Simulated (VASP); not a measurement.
# Cd (Fd-3m) in VASP: a series of runs, part 2 of 2

VASP 6.6.1.

### 3 Single point, PBE (volume scaled by 0.88)

The input, INCAR:

```
SYSTEM = Cd
ALGO = Normal
EDIFF = 1E-7
ENCUT = 520
GGA = PE
ISIF = 2
ISMEAR = -1
LASPH = .True.
LCHARG = .False.
LREAL = .False.
LWAVE = .False.
NBANDS = 19
NELM = 80
PREC = Accurate
SIGMA = 0.1
```

The input, KPOINTS:

```
k-points
0
Gamma
  13 13 13
  0 0 0
```

The input, POSCAR:

```
Cd
1.0
    0.0000000000      3.2008770238      3.2008770238
    3.2008770238      0.0000000000      3.2008770238
    3.2008770238      3.2008770238      0.0000000000
Cd
2
Direct
    0.1250000000      0.1250000000      0.1250000000
    0.8750000000      0.8750000000      0.8750000000
```

Potentials or basis: VASP PAW PBE potentials, release 64 (Cd).

On the command line:

```console
$ cat potpaw_PBE.64/Cd/POTCAR > POTCAR
$ mpirun -np 1 vasp_std > vasp.out
```

OUTCAR:

```text
SYSTEM = Cd
   EDIFF = 1E-7
   ENCUT = 520
   GGA = PE
   ISIF = 2
   ISMEAR = -1
   LASPH = .True.
   LREAL = .False.
   NELM = 80
   PREC = Accurate

 ion  position               nearest neighbor table
   1  0.125  0.125  0.125-   2 2.77   2 2.77   2 2.77   2 2.77
   2  0.875  0.875  0.875-   1 2.77   1 2.77   1 2.77   1 2.77

  LATTYP: Found a face centered cubic cell.
 ALAT       =     6.4017540476

  Lattice vectors:

 A1 = (   0.0000000000,   3.2008770238,   3.2008770238)
 A2 = (   3.2008770238,   0.0000000000,   3.2008770238)
 A3 = (   3.2008770238,   3.2008770238,   0.0000000000)

Analysis of symmetry for initial positions (statically):
=====================================================================
 Subroutine PRICEL returns:
 Original cell was already a primitive cell.

 Routine SETGRP: Setting up the symmetry group for a
 face centered cubic supercell.

 Subroutine GETGRP returns: Found 48 space group operations
 (whereof 12 operations were pure point group operations)
 out of a pool of 48 trial point group operations.

The static configuration has the point symmetry D_3d.
 The point group associated with its full space group is O_h .

Analysis of symmetry for dynamics (positions and initial velocities):
=====================================================================
 Subroutine PRICEL returns:
 Original cell was already a primitive cell.

 Routine SETGRP: Setting up the symmetry group for a
 face centered cubic supercell.

 Subroutine GETGRP returns: Found 48 space group operations
 (whereof 12 operations were pure point group operations)
 out of a pool of 48 trial point group operations.

The dynamic configuration has the point symmetry D_3d.
 The point group associated with its full space group is O_h .

 Subroutine INISYM returns: Found 48 space group operations
 (whereof 12 operations are pure point group operations),
 and found     1 'primitive' translations

[... 104 lines left out ...]
   PSTRESS=    0.0 pullay stress
   NELECT =      24.0000    total number of electrons
   NUPDOWN=      -1.0000    fix difference up-down
   EMIN   =  10.00;   EMAX   =-10.00  energy-range for DOS
   EFERMI =   0.00;   METHOD = LEGACY
   ISMEAR =    -1;   SIGMA  =   0.10  broadening in eV -4-tet -1-fermi 0-gaus
   EFERMI_NEDOS =   21; number of points for ismear=-14 and -15
   IALGO  =     38    algorithm
   IMIX   =      4    mixing-type and parameters
     AMIX     =   0.40;   BMIX     =  1.00
     AMIX_MAG =   1.60;   BMIX_MAG =  1.00
  volume/ion in A,a.u.               =      32.79       221.31
  Fermi-wavevector in a.u.,A,eV,Ry     =   1.170935  2.212747 18.654807  1.371090
  Thomas-Fermi vector in A             =   2.307387
   LORBIT       =      0    0 simple, 1 ext, 2 COOP (PROOUT), +10 PAW based schemes
   GGA     = PE    functional components
   LHFCALC =     F    Hartree Fock is set to
   AEXX    =    0.0000 exact exchange contribution
   IVDW    =     0    specifies the selected vdW correction
   LEPSILON=     F    determine dielectric tensor
   LRPA    =     F    only Hartree local field effects (RPA)
 non-spin polarized calculation
  energy-cutoff  :      520.00
  volume of cell :       65.59
 maximum number of plane-waves:      1807
 NGX is ok and might be reduce to    36
   NGX = 17   NGY = 17   NGZ = 17

 number of electron      23.9999994 magnetization

 Free energy of the ion-electron system (eV)
  ---------------------------------------------------
  ext. energy  EPLUGINS =         0.00000000
  ---------------------------------------------------
  free energy    TOTEN  =        -0.77590894 eV

  energy without entropy =       -0.74081730  energy(sigma->0) =       -0.75836312

 E-fermi :   0.5689     XC(G=0):  -8.6982

 val. band max:        0.5439801502   @ k =  -0.2308   0.3077   0.0769
 cond. band min:       0.6937011076   @ k =  -0.3846   0.4615   0.0769
 fundamental gap:      0.1497209574
 Fermi energy:         0.5688581413

 k-point     1 :       0.0000    0.0000    0.0000
  band No.  band energies     occupation
      1      -8.7781      2.00000
      2      -8.7781      2.00000
      3      -8.7781      2.00000
      4      -8.7193      2.00000
      5      -8.7193      2.00000
      6      -7.9061      2.00000
[... 505 lines left out ...]
      6      -8.2013      2.00000
[... 11 lines left out ...]
     18       8.9930      0.00000
     19      10.3019      0.00000

 [... further k-points ...]
[... 5 lines left out ...]
  --------------------------------------------------------------------------------------
  -------------------------------------------------------------------------------------
  Total        1.2854196      1.2854196      1.2854196     -0.0000000     -0.0000000      0.0000000
  in kB       31.3991956     31.3991956     31.3991956     -0.0000000     -0.0000000      0.0000000
  external PRESSURE =      31.3991956 kB  Pullay stress =       0.0000000 kB

 VOLUME and BASIS-vectors are now :
 -----------------------------------------------------------------------------
  energy-cutoff  :      520.00
  volume of cell :       65.59
      direct lattice vectors                 reciprocal lattice vectors
     0.000000000  3.200877024  3.200877024    -0.156207188  0.156207188  0.156207188
     3.200877024  0.000000000  3.200877024     0.156207188 -0.156207188  0.156207188
     3.200877024  3.200877024  0.000000000     0.156207188  0.156207188 -0.156207188

 POSITION                                       TOTAL-FORCE (eV/Angst)
 -----------------------------------------------------------------------------------
      0.80022      0.80022      0.80022        -0.000000     -0.000000     -0.000000
      5.60153      5.60153      5.60153         0.000000      0.000000      0.000000
 -----------------------------------------------------------------------------------
    total drift:                                0.000000      0.000000      0.000000

  FREE ENERGIE OF THE ION-ELECTRON SYSTEM (eV)
  ---------------------------------------------------
  free  energy   TOTEN  =        -0.7759089434 eV

  energy  without entropy=       -0.7408172960  energy(sigma->0) =       -0.75836312
```

It took 73 s on 1 thread of Intel Xeon 6975P-C, shared host; peak memory 0.25 GiB.

Results:

```yaml
Free_energy: -0.7759 eV
Pressure: 3.1 GPa
Band_gap_on_the_k_mesh: zero (band 12 reaches 5.40 eV, above the bottom of band 13 at 0.04 eV)
```

Levels at points of the mesh, in eV from the Fermi level:
```csv
k point,band 8,band 9,band 10,band 11,band 12,band 13,band 14,band 15,band 16,band 17
"(0.00, 0.00, 0.00)",-8.47,-8.26,-8.26,-6.82,4.83,4.83,4.83,5.94,5.98,5.98
```
